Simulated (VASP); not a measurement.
# BaCu3 (Pm-3m) in VASP: notebook

BaCu3 is run at these levels: PBE; tasks: single point.

Program: VASP 6.6.1. These are calculated values, not measurements. Logs are shortened: lines on timing, memory, paths and dates and some standing lists are left out, and cuts for length are marked.

## Step 1: The cell of the first run

Symmetry: Pm-3m, No. 221, cubic system. The conventional cell has a = 4.204 Å, b = 4.204 Å, c = 4.204 Å, α = 90.00°, β = 90.00°, γ = 90.00°. Ba (site symmetry m-3m) has 12 Cu at 2.97 Å within 3.9 Å. Within 3.9 Å of Cu (site symmetry 4/mmm) lie 4 Ba at 2.97 Å and 8 Cu at 2.97 Å.

## Step 2: Single point, PBE

Input file INCAR:

```
SYSTEM = BaCu3
  PREC = Accurate
  ENCUT = 520
  EDIFF = 1E-6
  ISMEAR = 0
  SIGMA = 0.1
  LREAL = .FALSE.
  LASPH = .TRUE.
  NELM = 80
  ALGO = Normal
  ISIF = 2
  LWAVE = .FALSE.
  LCHARG = .TRUE.
  GGA = PE
  LELF = .TRUE.
  LVHAR = .TRUE.
  NBANDS = 30
```

Input file KPOINTS:

```
Automatic mesh
0
G
  4 4 4
  0 0 0
```

Input file POSCAR:

```
BaCu3
1.0
    4.2035369719      0.0000000000      0.0000000000
    0.0000000000      4.2035369719      0.0000000000
    0.0000000000      0.0000000000      4.2035369719
Ba Cu
1 3
Direct
    0.0000000000      0.0000000000      0.0000000000
    0.0000000000      0.5000000000      0.5000000000
    0.5000000000      0.0000000000      0.5000000000
    0.5000000000      0.5000000000      0.0000000000
```

Potentials or basis: VASP PAW PBE potentials, release 64 (Ba_sv, Cu).

Launch:

```console
> cat potpaw_PBE.64/Ba_sv/POTCAR potpaw_PBE.64/Cu/POTCAR > POTCAR
> mpirun -np 1 vasp_std > vasp.out
```

OUTCAR:

```text
SYSTEM = BaCu3
   PREC = Accurate
   ENCUT = 520
   EDIFF = 1E-6
   ISMEAR = 0
   LREAL = .FALSE.
   LASPH = .TRUE.
   NELM = 80
   ISIF = 2
   GGA = PE

 ion  position               nearest neighbor table
   1  0.000  0.000  0.000-   2 2.97   3 2.97   4 2.97   2 2.97   3 2.97   2 2.97   4 2.97   2 2.97
                             3 2.97   4 2.97   3 2.97   4 2.97
   2  0.000  0.500  0.500-   1 2.97   1 2.97   1 2.97   1 2.97
   3  0.500  0.000  0.500-   1 2.97   1 2.97   1 2.97   1 2.97
   4  0.500  0.500  0.000-   1 2.97   1 2.97   1 2.97   1 2.97

  LATTYP: Found a simple cubic cell.
 ALAT       =     4.2035369719

  Lattice vectors:

 A1 = (   4.2035369719,   0.0000000000,   0.0000000000)
 A2 = (   0.0000000000,   4.2035369719,   0.0000000000)
 A3 = (   0.0000000000,   0.0000000000,   4.2035369719)

Analysis of symmetry for initial positions (statically):
=====================================================================
 Subroutine PRICEL returns:
 Original cell was already a primitive cell.

 Routine SETGRP: Setting up the symmetry group for a
 simple cubic supercell.

 Subroutine GETGRP returns: Found 48 space group operations
 (whereof 48 operations were pure point group operations)
 out of a pool of 48 trial point group operations.

The static configuration has the point symmetry O_h .

Analysis of symmetry for dynamics (positions and initial velocities):
=====================================================================
 Subroutine PRICEL returns:
 Original cell was already a primitive cell.

 Routine SETGRP: Setting up the symmetry group for a
 simple cubic supercell.

 Subroutine GETGRP returns: Found 48 space group operations
 (whereof 48 operations were pure point group operations)
 out of a pool of 48 trial point group operations.

The dynamic configuration has the point symmetry O_h .

 Subroutine INISYM returns: Found 48 space group operations
 (whereof 48 operations are pure point group operations),
 and found     1 'primitive' translations

----------------------------------------------------------------------------------------

                                     Primitive cell

  volume of cell :      74.2753

  direct lattice vectors                    reciprocal lattice vectors
     4.203536972  0.000000000  0.000000000     0.237894898  0.000000000  0.000000000
     0.000000000  4.203536972  0.000000000     0.000000000  0.237894898  0.000000000
     0.000000000  0.000000000  4.203536972     0.000000000  0.000000000  0.237894898

  length of vectors
     4.203536972  4.203536972  4.203536972     0.237894898  0.237894898  0.237894898

  position of ions in fractional coordinates (direct lattice)
     0.000000000  0.000000000  0.000000000
     0.000000000  0.500000000  0.500000000
     0.500000000  0.000000000  0.500000000
     0.500000000  0.500000000  0.000000000

  ion indices of the primitive-cell ions
   primitive index   ion index
                 1           1
                 2           2
                 3           3
                 4           4

----------------------------------------------------------------------------------------

 KPOINTS: Automatic mesh

Automatic generation of k-mesh.
 Grid dimensions read from file:
 generate k-points for:    4    4    4

 Generating k-lattice:

  Cartesian coordinates                     Fractional coordinates (reciprocal lattice)
     0.059473725  0.000000000  0.000000000     0.250000000  0.000000000  0.000000000
     0.000000000  0.059473725  0.000000000     0.000000000  0.250000000  0.000000000
     0.000000000  0.000000000  0.059473725     0.000000000  0.000000000  0.250000000

  Length of vectors
     0.059473725  0.059473725  0.059473725

  Shift w.r.t. Gamma in fractional coordinates (k-lattice)
     0.000000000  0.000000000  0.000000000

 Subroutine IBZKPT returns following result:
 ===========================================

 Found     10 irreducible k-points:

 Following reciprocal coordinates:
            Coordinates               Weight
  0.000000  0.000000  0.000000      1.000000
  0.250000  0.000000  0.000000      6.000000
  0.500000  0.000000  0.000000      3.000000
  0.250000  0.250000  0.000000     12.000000
  0.500000  0.250000  0.000000     12.000000
  0.500000  0.500000  0.000000      3.000000
  0.250000  0.250000  0.250000      8.000000
  0.500000  0.250000  0.250000     12.000000
  0.500000  0.500000  0.250000      6.000000
  0.500000  0.500000  0.500000      1.000000
   k-points           NKPTS =     10   k-points in BZ     NKDIM =     10   number of bands    NBANDS=     30
   number of dos      NEDOS =    301   number of ions     NIONS =      4
   total plane-waves  NPLWV =  32768
   dimension x,y,z NGX =    32 NGY =   32 NGZ =   32
   dimension x,y,z NGXF=    64 NGYF=   64 NGZF=   64
   ions per type =               1   3
   NGX,Y,Z   is equivalent  to a cutoff of  12.66, 12.66, 12.66 a.u.
   NGXF,Y,Z  is equivalent  to a cutoff of  25.31, 25.31, 25.31 a.u.
 SYSTEM =  BaCu3
   PREC   = accura    normal or accurate (medium, high low for compatibility)
   ISTART =      0    job   : 0-new  1-cont  2-samecut
   ICHARG =      2    charge: 1-file 2-atom 10-const
   ISPIN  =      1    spin polarized calculation?
   LNONCOLLINEAR =      F non collinear calculations
   LSORBIT =      F    spin-orbit coupling
   LASPH  =      T    aspherical Exc in radial PAW
   ENCUT  =  520.0 eV  38.22 Ry    6.18 a.u.   7.82  7.82  7.82*2*pi/ulx,y,z
   NELM   =     80;   NELMIN=  2; NELMDL= -5     # of ELM steps
   EDIFF  = 0.1E-05   stopping-criterion for ELM
   LREAL  =      F    real-space projection
   EDIFFG = 0.1E-04   stopping-criterion for IOM
   NSW    =      0    number of steps for IOM
   IBRION =     -1    ionic relax: 0-MD 1-quasi-New 2-CG
   NFREE  =      0    steps in history (QN), initial steepest desc. (CG)
   ISIF   =      2    stress and relaxation
   ISYM   =      2    0-nonsym 1-usesym 2-fastsym
   POTIM  = 0.5000    time-step for ionic-motion
   TEBEG  =    0.0;   TEEND  =   0.0 temperature during run
   PSTRESS=    0.0 pullay stress
   NELECT =      43.0000    total number of electrons
   NUPDOWN=      -1.0000    fix difference up-down
   EMIN   =  10.00;   EMAX   =-10.00  energy-range for DOS
   EFERMI =   0.00;   METHOD = LEGACY
   ISMEAR =     0;   SIGMA  =   0.10  broadening in eV -4-tet -1-fermi 0-gaus
   EFERMI_NEDOS =   21; number of points for ismear=-14 and -15
   IALGO  =     38    algorithm
   IMIX   =      4    mixing-type and parameters
     AMIX     =   0.40;   BMIX     =  1.00
     AMIX_MAG =   1.60;   BMIX_MAG =  1.00
  volume/ion in A,a.u.               =      18.57       125.31
  Fermi-wavevector in a.u.,A,eV,Ry     =   1.364424  2.578388 25.329336  1.861654
  Thomas-Fermi vector in A             =   2.490741
   LORBIT       =      0    0 simple, 1 ext, 2 COOP (PROOUT), +10 PAW based schemes
   GGA     = PE    functional components
   LHFCALC =     F    Hartree Fock is set to
   AEXX    =    0.0000 exact exchange contribution
   IVDW    =     0    specifies the selected vdW correction
   LEPSILON=     F    determine dielectric tensor
   LRPA    =     F    only Hartree local field effects (RPA)
 non-spin polarized calculation
 Gauss-broadening in eV      SIGMA  =   0.10
  energy-cutoff  :      520.00
  volume of cell :       74.28
 maximum number of plane-waves:      2016
 NGX is ok and might be reduce to    32
   NGX = 15   NGY = 15   NGZ = 15

 number of electron      43.0000092 magnetization

 Free energy of the ion-electron system (eV)
  ---------------------------------------------------
  ext. energy  EPLUGINS =         0.00000000
  ---------------------------------------------------
  free energy    TOTEN  =       -10.47586385 eV

  energy without entropy =      -10.44414827  energy(sigma->0) =      -10.46000606

 E-fermi :   5.0673     XC(G=0): -10.9491

 val. band max:        4.9558903652   @ k =   0.2500   0.2500   0.2500
 cond. band min:       5.0734262278   @ k =   0.2500   0.2500   0.2500
 fundamental gap:      0.1175358625
 Fermi energy:         5.0673422690

 k-point     1 :       0.0000    0.0000    0.0000
  band No.  band energies     occupation
      1     -22.1367      2.00000
      2      -7.4386      2.00000
      3      -7.4386      2.00000
      4      -7.4386      2.00000
      5      -1.0566      2.00000
      6       0.9736      2.00000
[... 22 lines left out ...]
     29      12.5073      0.00000
     30      12.5073      0.00000

 k-point     2 :       0.2500    0.0000    0.0000
  band No.  band energies     occupation
      1     -22.1134      2.00000
      2      -7.8685      2.00000
      3      -7.4281      2.00000
      4      -7.4281      2.00000
      5      -0.2565      2.00000
      6       1.2514      2.00000
[... 22 lines left out ...]
     29      10.7536      0.00000
     30      14.0361      0.00000

 k-point     3 :       0.5000    0.0000    0.0000
  band No.  band energies     occupation
      1     -22.0899      2.00000
      2      -8.2374      2.00000
      3      -7.4176      2.00000
      4      -7.4176      2.00000
      5       1.2545      2.00000
      6       1.2890      2.00000
[... 22 lines left out ...]
     29      11.3493      0.00000
     30      12.2945      0.00000

 k-point     4 :       0.2500    0.2500    0.0000
  band No.  band energies     occupation
      1     -22.0918      2.00000
      2      -7.8570      2.00000
      3      -7.7689      2.00000
      4      -7.4166      2.00000
      5       0.3705      2.00000
      6       1.4429      2.00000
[... 22 lines left out ...]
     29      12.5582      0.00000
     30      12.9035      0.00000

 k-point     5 :       0.5000    0.2500    0.0000
  band No.  band energies     occupation
      1     -22.0700      2.00000
      2      -8.1511      2.00000
      3      -7.7571      2.00000
      4      -7.4049      2.00000
      5       1.2988      2.00000
      6       1.7683      2.00000
[... 22 lines left out ...]
     29      11.5120      0.00000
     30      12.4764      0.00000

 k-point     6 :       0.5000    0.5000    0.0000
  band No.  band energies     occupation
      1     -22.0500      2.00000
      2      -8.0607      2.00000
      3      -8.0607      2.00000
      4      -7.3922      2.00000
      5       1.1379      2.00000
      6       1.8907      2.00000
[... 22 lines left out ...]
     29      12.3261      0.00000
     30      12.3706      0.00000

 k-point     7 :       0.2500    0.2500    0.2500
  band No.  band energies     occupation
      1     -22.0719      2.00000
      2      -7.8406      2.00000
      3      -7.7185      2.00000
      4      -7.7185      2.00000
      5       0.7237      2.00000
      6       1.5653      2.00000
[... 22 lines left out ...]
     29      13.3295      0.00000
     30      13.3325      0.00000

 k-point     8 :       0.5000    0.2500    0.2500
  band No.  band energies     occupation
      1     -22.0519      2.00000
      2      -8.0667      2.00000
      3      -7.7428      2.00000
      4      -7.6668      2.00000
      5       1.2302      2.00000
      6       1.4929      2.00000
[... 22 lines left out ...]
     29      12.6061      0.00000
     30      13.3862      0.00000

 k-point     9 :       0.5000    0.5000    0.2500
  band No.  band energies     occupation
      1     -22.0336      2.00000
      2      -7.9783      2.00000
      3      -7.9783      2.00000
      4      -7.6518      2.00000
      5       0.9708      2.00000
      6       1.3470      2.00000
[... 22 lines left out ...]
     29      13.7215      0.00000
     30      13.7215      0.00000

 k-point    10 :       0.5000    0.5000    0.5000
  band No.  band energies     occupation
      1     -22.0170      2.00000
      2      -7.8920      2.00000
      3      -7.8920      2.00000
      4      -7.8920      2.00000
      5       0.8682      2.00000
      6       0.8682      2.00000
[... 22 lines left out ...]
     29      14.7292      0.00000
     30      15.5209      0.00000

------------------------ aborting loop because EDIFF is reached ----------------------------------------

  FORCE on cell =-STRESS in cart. coord.  units (eV):
  Direction    XX          YY          ZZ          XY          YZ          ZX
  --------------------------------------------------------------------------------------
  -------------------------------------------------------------------------------------
  Total        3.9706102      3.9706102      3.9706102      0.0000000     -0.0000000      0.0000000
  in kB       85.6491820     85.6491820     85.6491820      0.0000000     -0.0000000      0.0000000
  external PRESSURE =      85.6491820 kB  Pullay stress =       0.0000000 kB

 VOLUME and BASIS-vectors are now :
 -----------------------------------------------------------------------------
  energy-cutoff  :      520.00
  volume of cell :       74.28
      direct lattice vectors                 reciprocal lattice vectors
     4.203536972  0.000000000  0.000000000     0.237894898  0.000000000  0.000000000
     0.000000000  4.203536972  0.000000000     0.000000000  0.237894898  0.000000000
     0.000000000  0.000000000  4.203536972     0.000000000  0.000000000  0.237894898

 POSITION                                       TOTAL-FORCE (eV/Angst)
 -----------------------------------------------------------------------------------
      0.00000      0.00000      0.00000         0.000000      0.000000      0.000000
      0.00000      2.10177      2.10177         0.000000      0.000000      0.000000
      2.10177      0.00000      2.10177         0.000000      0.000000      0.000000
      2.10177      2.10177      0.00000         0.000000      0.000000      0.000000
 -----------------------------------------------------------------------------------
    total drift:                                0.000000     -0.000000     -0.000000

  FREE ENERGIE OF THE ION-ELECTRON SYSTEM (eV)
  ---------------------------------------------------
  free  energy   TOTEN  =       -10.4758638524 eV

  energy  without entropy=      -10.4441482730  energy(sigma->0) =      -10.46000606
```

It took 21 s on 1 thread of Intel Xeon Platinum 8375C at 2.90GHz (Ice Lake), shared host; peak memory 0.18 GiB.

What came out:

| Property | Result |
| --- | --- |
| Free energy | -10.4759 eV |
| Pressure | 8.6 GPa |
| Band gap on the k mesh | zero (an odd number of electrons rules out a gap without spin polarisation) |

Levels at points of the mesh, in eV from the Fermi level:
```tsv
k point	band 18	band 19	band 20	band 21	band 22	band 23	band 24	band 25
(0.00, 0.00, 0.00)	-2.00	-2.00	-2.00	0.88	0.88	2.69	2.69	2.69
(0.50, 0.00, 0.00)	-2.35	-2.24	-2.05	-2.00	1.09	1.09	1.12	3.52
(0.50, 0.50, 0.00)	-2.38	-2.38	-2.37	-1.04	0.07	0.07	2.18	2.18
(0.50, 0.50, 0.50)	-2.14	-2.14	-0.79	-0.41	-0.41	-0.41	2.75	2.75
```

Caveat: the k points lie up to 0.37 Å⁻¹ apart, too coarse for converged energies and pressures of a metal; spin-orbit coupling is left out, which moves the levels of the heavy elements.

## Step 3: Single point, PBE

This run uses another cell than the first one, of 22.00 Å³/atom.

Input file INCAR:

```
PREC = Accurate
ENCUT = 520
EDIFF = 1E-7
ISMEAR = 0
SIGMA = 0.1
LREAL = False
LASPH = True
NELM = 60
ALGO = Normal
ISIF = 2
LWAVE = False
LCHARG = False
GGA = PE
NBANDS = 30
```

Input file KPOINTS:

```
regular mesh
0
Gamma
  4 4 4
```

Input file POSCAR:

```
BaCu3
1.0
    4.4480391564      0.0000000000      0.0000000000
    0.0000000000      4.4480391564      0.0000000000
    0.0000000000      0.0000000000      4.4480391564
Ba Cu
1 3
Direct
    0.0000000000      0.0000000000      0.0000000000
    0.0000000000      0.5000000000      0.5000000000
    0.5000000000      0.0000000000      0.5000000000
    0.5000000000      0.5000000000      0.0000000000
```

Potentials or basis: VASP PAW PBE potentials, release 64 (Ba_sv, Cu).

Launch:

```console
> cat potpaw_PBE.64/Ba_sv/POTCAR potpaw_PBE.64/Cu/POTCAR > POTCAR
> mpirun -np 1 vasp_std > vasp.out
```

Run time: 33 s. Hardware: 1 thread of Intel Xeon Platinum 8375C at 2.90GHz (Ice Lake), shared host; peak memory 0.21 GiB.

It converged, with:

```
Free energy            : -10.8588 eV
Pressure               : 0.9 GPa
Band gap on the k mesh : zero (an odd number of electrons rules out a gap without spin polarisation)
```

Levels at points of the mesh, in eV from the Fermi level:
```
           k point  band 18  band 19  band 20  band 21  band 22  band 23  band 24  band 25  band 26  band 27
(0.00, 0.00, 0.00)    -1.63    -1.63    -1.63     0.87     0.87     2.57     2.57     2.57     5.23     5.23
(0.50, 0.00, 0.00)    -1.90    -1.89    -1.82    -1.63     1.32     1.35     1.35     2.97     5.25     5.31
(0.50, 0.50, 0.00)    -1.96    -1.96    -1.91    -0.66    -0.20    -0.20     2.27     2.27     5.16     5.59
(0.50, 0.50, 0.50)    -1.74    -1.74    -0.32    -0.32    -0.32    -0.15     2.24     2.24     2.24     6.30
```

Caveat: spin-orbit coupling is left out, which moves the levels of the heavy elements.
